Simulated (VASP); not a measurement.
# Co (P-3m1) in VASP: notebook

Co is run at these levels: PBE, PBEsol; tasks: single point.

Program: VASP 6.6.1. These are calculated values, not measurements. Logs are shortened: lines on timing, memory, paths and dates and some standing lists are left out, and cuts for length are marked.

**1. The cell of the first run**

Symmetry: P-3m1, No. 164, trigonal system. Conventional cell: a = 2.536 Å, b = 2.536 Å, c = 4.143 Å, α = 90.00°, β = 90.00°, γ = 120.00°. Within 3.3 Å of Co (site symmetry 3m) lie 12 Co at 2.47 to 2.60 Å.

**2. Single point, PBE, collinear spin, ferromagnetic start**

INCAR

```
PREC     = Accurate       # precision mode
ENCUT    = 520            # plane-wave cutoff, eV
EDIFF    = 1E-6           # SCF threshold, eV
ISMEAR   = -1             # smearing method
SIGMA    = 0.05           # smearing width, eV
LREAL    = F              # projectors in reciprocal space
LASPH    = T              # aspherical terms in the spheres
NELM     = 150            # most SCF steps
ALGO     = Normal         # electronic algorithm
ISIF     = 2              # what is computed and relaxed
LWAVE    = F              # write WAVECAR
LCHARG   = F              # write CHGCAR
ISPIN    = 2              # spin polarisation
MAGMOM   = 2 2            # initial moments
LORBIT   = 11             # projections on sites
LMAXMIX  = 4              # l up to which the mixer works
GGA      = PE             # functional
NBANDS   = 20             # bands
```

KPOINTS

```
regular mesh
0
Gamma
  12 12 7
```

POSCAR

```
Co
1.0
    2.5361491194      0.0000000000      0.0000000000
   -1.2680745597      2.1963695652      0.0000000000
    0.0000000000      0.0000000000      4.1429820789
Co
2
Direct
    0.3333333333      0.6666666667      0.7401390000
    0.6666666667      0.3333333333      0.2598610000
```

Potentials or basis: VASP PAW PBE potentials, release 64 (Co).

The run is started by

```console
> cat potpaw_PBE.64/Co/POTCAR > POTCAR
> mpirun -np 1 vasp_std > vasp.out
```

OUTCAR:

```text
PREC = Accurate
   ENCUT = 520
   EDIFF = 1E-6
   ISMEAR = -1
   LREAL = F
   LASPH = T
   NELM = 150
   ISIF = 2
   ISPIN = 2
   LORBIT = 11
   GGA = PE

 ion  position               nearest neighbor table
   1  0.333  0.667  0.740-   2 2.47   2 2.47   2 2.47   2 2.60   2 2.60   2 2.60
   2  0.667  0.333  0.260-   1 2.47   1 2.47   1 2.47   1 2.60   1 2.60   1 2.60

  LATTYP: Found a hexagonal cell.
 ALAT       =     2.5361491194
 C/A-ratio  =     1.6335719565

  Lattice vectors:

 A1 = (   2.5361491194,   0.0000000000,   0.0000000000)
 A2 = (  -1.2680745597,   2.1963695652,   0.0000000000)
 A3 = (   0.0000000000,   0.0000000000,   4.1429820789)

Analysis of symmetry for initial positions (statically):
=====================================================================
 Subroutine PRICEL returns:
 Original cell was already a primitive cell.

 Routine SETGRP: Setting up the symmetry group for a
 hexagonal supercell.

 Subroutine GETGRP returns: Found 12 space group operations
 (whereof 12 operations were pure point group operations)
 out of a pool of 24 trial point group operations.

The static configuration has the point symmetry D_3d.

Analysis of symmetry for dynamics (positions and initial velocities):
=====================================================================
 Subroutine PRICEL returns:
 Original cell was already a primitive cell.

 Routine SETGRP: Setting up the symmetry group for a
 hexagonal supercell.

 Subroutine GETGRP returns: Found 12 space group operations
 (whereof 12 operations were pure point group operations)
 out of a pool of 24 trial point group operations.

The dynamic configuration has the point symmetry D_3d.

Analysis of structural, dynamic, and magnetic symmetry:
=====================================================================
 Subroutine PRICEL returns:
 Original cell was already a primitive cell.

 Routine SETGRP: Setting up the symmetry group for a
 hexagonal supercell.

 Subroutine GETGRP returns: Found 12 space group operations
 (whereof 12 operations were pure point group operations)
 out of a pool of 24 trial point group operations.

The overall configuration has the point symmetry D_3d.

 Subroutine INISYM returns: Found 12 space group operations
 (whereof 12 operations are pure point group operations),
 and found     1 'primitive' translations

----------------------------------------------------------------------------------------

                                     Primitive cell

  volume of cell :      23.0777

  direct lattice vectors                    reciprocal lattice vectors
     2.536149119  0.000000000  0.000000000     0.394298581  0.227648392  0.000000000
    -1.268074560  2.196369565  0.000000000     0.000000000  0.455296784  0.000000000
     0.000000000  0.000000000  4.142982079     0.000000000  0.000000000  0.241372031

  length of vectors
     2.536149119  2.536149119  4.142982079     0.455296784  0.455296784  0.241372031

  position of ions in fractional coordinates (direct lattice)
     0.333333333  0.666666667  0.740139000
     0.666666667  0.333333333  0.259861000

  ion indices of the primitive-cell ions
   primitive index   ion index
                 1           1
                 2           2

----------------------------------------------------------------------------------------

 KPOINTS: regular mesh

Automatic generation of k-mesh.
 Grid dimensions read from file:
 generate k-points for:   12   12    7

 Generating k-lattice:

  Cartesian coordinates                     Fractional coordinates (reciprocal lattice)
     0.032858215  0.018970699  0.000000000     0.083333333  0.000000000  0.000000000
     0.000000000  0.037941399  0.000000000     0.000000000  0.083333333  0.000000000
     0.000000000  0.000000000  0.034481719     0.000000000  0.000000000  0.142857143

  Length of vectors
     0.037941399  0.037941399  0.034481719

  Shift w.r.t. Gamma in fractional coordinates (k-lattice)
     0.000000000  0.000000000  0.000000000

 Subroutine IBZKPT returns following result:
 ===========================================

 Found    112 irreducible k-points:

 Following reciprocal coordinates:
            Coordinates               Weight
  0.000000  0.000000  0.000000      1.000000
  0.083333 -0.000000  0.000000      6.000000
  0.166667 -0.000000  0.000000      6.000000
  0.250000  0.000000  0.000000      6.000000
  0.333333 -0.000000  0.000000      6.000000
  0.416667 -0.000000  0.000000      6.000000
[... 16 lines left out ...]
  0.166667 -0.000000  0.142857      6.000000
  0.000000  0.166667  0.142857      6.000000
 [... further k-points ...]
   k-points           NKPTS =    112   k-points in BZ     NKDIM =    112   number of bands    NBANDS=     20
   number of dos      NEDOS =    301   number of ions     NIONS =      2
   total plane-waves  NPLWV =  12800
   dimension x,y,z NGX =    20 NGY =   20 NGZ =   32
   dimension x,y,z NGXF=    40 NGYF=   40 NGZF=   64
   ions per type =               2
   NGX,Y,Z   is equivalent  to a cutoff of  13.11, 13.11, 12.84 a.u.
   NGXF,Y,Z  is equivalent  to a cutoff of  26.22, 26.22, 25.68 a.u.
 SYSTEM =  unknown system
   PREC   = accura    normal or accurate (medium, high low for compatibility)
   ISTART =      0    job   : 0-new  1-cont  2-samecut
   ICHARG =      2    charge: 1-file 2-atom 10-const
   ISPIN  =      2    spin polarized calculation?
   LNONCOLLINEAR =      F non collinear calculations
   LSORBIT =      F    spin-orbit coupling
   LASPH  =      T    aspherical Exc in radial PAW
   ENCUT  =  520.0 eV  38.22 Ry    6.18 a.u.   4.72  4.72  7.70*2*pi/ulx,y,z
   NELM   =    150;   NELMIN=  2; NELMDL= -5     # of ELM steps
   EDIFF  = 0.1E-05   stopping-criterion for ELM
   LREAL  =      F    real-space projection
   EDIFFG = 0.1E-04   stopping-criterion for IOM
   NSW    =      0    number of steps for IOM
   IBRION =     -1    ionic relax: 0-MD 1-quasi-New 2-CG
   NFREE  =      0    steps in history (QN), initial steepest desc. (CG)
   ISIF   =      2    stress and relaxation
   ISYM   =      2    0-nonsym 1-usesym 2-fastsym
   POTIM  = 0.5000    time-step for ionic-motion
   TEBEG  =    0.0;   TEEND  =   0.0 temperature during run
   PSTRESS=    0.0 pullay stress
   NELECT =      18.0000    total number of electrons
   NUPDOWN=      -1.0000    fix difference up-down
   EMIN   =  10.00;   EMAX   =-10.00  energy-range for DOS
   EFERMI =   0.00;   METHOD = LEGACY
   ISMEAR =    -1;   SIGMA  =   0.05  broadening in eV -4-tet -1-fermi 0-gaus
   EFERMI_NEDOS =   21; number of points for ismear=-14 and -15
   IALGO  =     38    algorithm
   IMIX   =      4    mixing-type and parameters
     AMIX     =   0.40;   BMIX     =  1.00
     AMIX_MAG =   1.60;   BMIX_MAG =  1.00
  volume/ion in A,a.u.               =      11.54        77.87
  Fermi-wavevector in a.u.,A,eV,Ry     =   1.506958  2.847738 30.897789  2.270923
  Thomas-Fermi vector in A             =   2.617607
   LORBIT       =     11    0 simple, 1 ext, 2 COOP (PROOUT), +10 PAW based schemes
   GGA     = PE    functional components
   LHFCALC =     F    Hartree Fock is set to
   AEXX    =    0.0000 exact exchange contribution
   IVDW    =     0    specifies the selected vdW correction
   LEPSILON=     F    determine dielectric tensor
   LRPA    =     F    only Hartree local field effects (RPA)
 spin polarized calculation
  energy-cutoff  :      520.00
  volume of cell :       23.08
 maximum number of plane-waves:       640
 NGX is ok and might be reduce to    20
   NGX =  9   NGY =  9   NGZ = 15

 number of electron      17.9999995 magnetization       3.3408211

 Free energy of the ion-electron system (eV)
  ---------------------------------------------------
  ext. energy  EPLUGINS =         0.00000000
  ---------------------------------------------------
  free energy    TOTEN  =       -14.00858477 eV

  energy without entropy =      -13.99400790  energy(sigma->0) =      -14.00129634

 E-fermi :   9.4394     XC(G=0): -13.0420

 val. band max:        9.4372716383   @ k =   0.2500   0.0000   0.0000
 cond. band min:       9.4441095212   @ k =   0.0000   0.2500   0.2857
 fundamental gap:      0.0068378829
 Fermi energy:         9.4393889858

 spin component 1

 k-point     1 :       0.0000    0.0000    0.0000
  band No.  band energies     occupation
      1       0.8594      1.00000
      2       4.5237      1.00000
      3       6.8221      1.00000
      4       6.8699      1.00000
      5       6.8699      1.00000
      6       7.1402      1.00000
[... 12 lines left out ...]
     19      34.4452      0.00000
     20      34.4452      0.00000

 k-point     2 :       0.0833   -0.0000    0.0000
  band No.  band energies     occupation
      1       1.0932      1.00000
      2       4.6624      1.00000
      3       6.6457      1.00000
      4       6.9724      1.00000
      5       7.0106      1.00000
      6       7.0958      1.00000
[... 498 lines left out ...]
 k-point    24 :       0.0000    0.1667    0.1429
  band No.  band energies     occupation
      1       1.9498      1.00000
      2       5.0020      1.00000
      3       6.3981      1.00000
      4       6.6039      1.00000
      5       6.8355      1.00000
      6       7.1522      1.00000
[... 12 lines left out ...]
     19      34.9008      0.00000
     20      35.8451      0.00000

 [... further k-points ...]

 spin component 2

 k-point     1 :       0.0000    0.0000    0.0000
  band No.  band energies     occupation
      1       0.8456      1.00000
      2       5.4912      1.00000
      3       8.4682      1.00000
      4       8.5778      1.00000
      5       8.5778      1.00000
      6       8.8545      0.99999
[... 12 lines left out ...]
     19      34.7304      0.00000
     20      34.7304      0.00000

 k-point     2 :       0.0833   -0.0000    0.0000
  band No.  band energies     occupation
      1       1.0801      1.00000
      2       5.6517      1.00000
      3       8.2734      1.00000
      4       8.6105      1.00000
      5       8.6927      1.00000
      6       8.7330      1.00000
[... 498 lines left out ...]
 k-point    24 :       0.0000    0.1667    0.1429
  band No.  band energies     occupation
      1       1.9471      1.00000
      2       5.9377      1.00000
      3       7.6653      1.00000
      4       8.0267      1.00000
      5       8.4811      1.00000
      6       8.8624      0.99999
[... 12 lines left out ...]
     19      35.0955      0.00000
     20      36.1040      0.00000

 [... further k-points ...]
[... 5 lines left out ...]
  --------------------------------------------------------------------------------------
  -------------------------------------------------------------------------------------
  Total       -1.4149928     -1.4149928     -1.7342486      0.0000000      0.0000000     -0.0000000
  in kB      -98.2362003    -98.2362003   -120.4006090      0.0000000      0.0000000     -0.0000000
  external PRESSURE =    -105.6243365 kB  Pullay stress =       0.0000000 kB

 VOLUME and BASIS-vectors are now :
 -----------------------------------------------------------------------------
  energy-cutoff  :      520.00
  volume of cell :       23.08
      direct lattice vectors                 reciprocal lattice vectors
     2.536149119  0.000000000  0.000000000     0.394298581  0.227648392  0.000000000
    -1.268074560  2.196369565  0.000000000     0.000000000  0.455296784  0.000000000
     0.000000000  0.000000000  4.142982079     0.000000000  0.000000000  0.241372031

 POSITION                                       TOTAL-FORCE (eV/Angst)
 -----------------------------------------------------------------------------------
     -0.00000      1.46425      3.06638        -0.000000      0.000000      0.309228
      1.26807      0.73212      1.07660         0.000000      0.000000     -0.309228
 -----------------------------------------------------------------------------------
    total drift:                               -0.000000      0.000000      0.000000

  FREE ENERGIE OF THE ION-ELECTRON SYSTEM (eV)
  ---------------------------------------------------
  free  energy   TOTEN  =       -14.0085847739 eV

  energy  without entropy=      -13.9940079005  energy(sigma->0) =      -14.00129634

 total charge

# of ion       s       p       d       tot
------------------------------------------
    1        0.466   0.473   7.226   8.165
    2        0.466   0.473   7.226   8.165
--------------------------------------------------
tot          0.932   0.946  14.452  16.331

 magnetization (x)

# of ion       s       p       d       tot
------------------------------------------
    1       -0.013  -0.053   1.767   1.701
    2       -0.013  -0.053   1.767   1.701
--------------------------------------------------
tot         -0.027  -0.105   3.535   3.403
```

It took 35 s on 1 thread of Intel Xeon 6975P-C (Granite Rapids), shared host; peak memory 0.2 GiB.

What came out:

* Free energy: -14.0086 eV
* Pressure: -10.6 GPa
* Largest force: 0.309 eV/Å
* Net moment: 3.34 μB per cell
* Site moments: Co +1.70 μB
* Valence electrons inside the program's atomic spheres: Co 8.16

Forces on the atoms (eV/Å):
```
Co   0.000  0.000  0.309
Co   0.000  0.000 -0.309
```

Caveat: the cell stands under tension.

**3. Single point, PBEsol, collinear spin, ferromagnetic start**

This run uses another cell than the first one, of 11.32 Å³/atom.

INCAR

```
  PREC = Accurate
  ENCUT = 600
  EDIFF = 1E-6
  ISMEAR = -1
  SIGMA = 0.05
  LREAL = False
  LASPH = True
  NELM = 200
  ALGO = Normal
  ISIF = 2
  LWAVE = False
  LCHARG = True
  ISPIN = 2
  MAGMOM = 2 2
  LORBIT = 11
  LMAXMIX = 4
  GGA = PS
  LELF = True
  LVHAR = True
  NBANDS = 28
  GGA_COMPAT = False
```

KPOINTS

```
Automatic mesh
0
Gamma
  12 12 7
```

POSCAR

```
Co
1.0
    2.5200971126      0.0000000000      0.0000000000
   -1.2600485563      2.1824681195      0.0000000000
    0.0000000000      0.0000000000      4.1167599708
Co
2
Direct
    0.3333333333      0.6666666667      0.7401390000
    0.6666666667      0.3333333333      0.2598610000
```

Potentials or basis: VASP PAW PBE potentials, release 64 (Co_sv).

The run is started by

```console
> cat potpaw_PBE.64/Co_sv/POTCAR > POTCAR
> mpirun -np 1 vasp_std > vasp.out
```

It took 71 s on 1 thread of AMD EPYC 9R45 (Zen 5), shared host; peak memory 0.2 GiB.

Results (log left out):

* Free energy: -15.5043 eV
* Pressure: -19.7 GPa
* Largest force: 0.320 eV/Å
* Net moment: 3.33 μB per cell
* Site moments: Co +1.73 μB
* Valence electrons inside the program's atomic spheres: Co 15.02

Forces in eV/Å, atoms in the order of the input:
```
Co   0.000  0.000  0.320
Co   0.000  0.000 -0.320
```

Stress tensor (GPa, compression positive):
```
-18.91   0.00   0.00
  0.00 -18.91   0.00
  0.00   0.00 -21.33
```

Levels at points of the mesh, in eV from the Fermi level:
Spin up:
```
           k point  band 16  band 17  band 18  band 19  band 20  band 21  band 22  band 23
(0.00, 0.00, 0.00)    -1.91    -1.91    -0.90    -0.90    -0.29     5.72    21.52    23.71
(0.50, 0.00, 0.00)    -0.76    -0.74    -0.59     1.13     3.05     9.02     9.92    12.07
```
Spin down:
```
           k point  band 11  band 12  band 13  band 14  band 15  band 16  band 17  band 18  band 19  band 20
(0.00, 0.00, 0.00)    -1.01    -0.90    -0.90    -0.60    -0.60    -0.26    -0.07    -0.07     1.03     1.03
(0.50, 0.00, 0.00)    -3.09    -1.78    -1.02    -1.00    -0.60     1.17     1.26     1.32     2.42     4.08
```

Caveat: the cell stands under tension; the PAW data sets were made with another functional, which shifts forces and pressure a little.
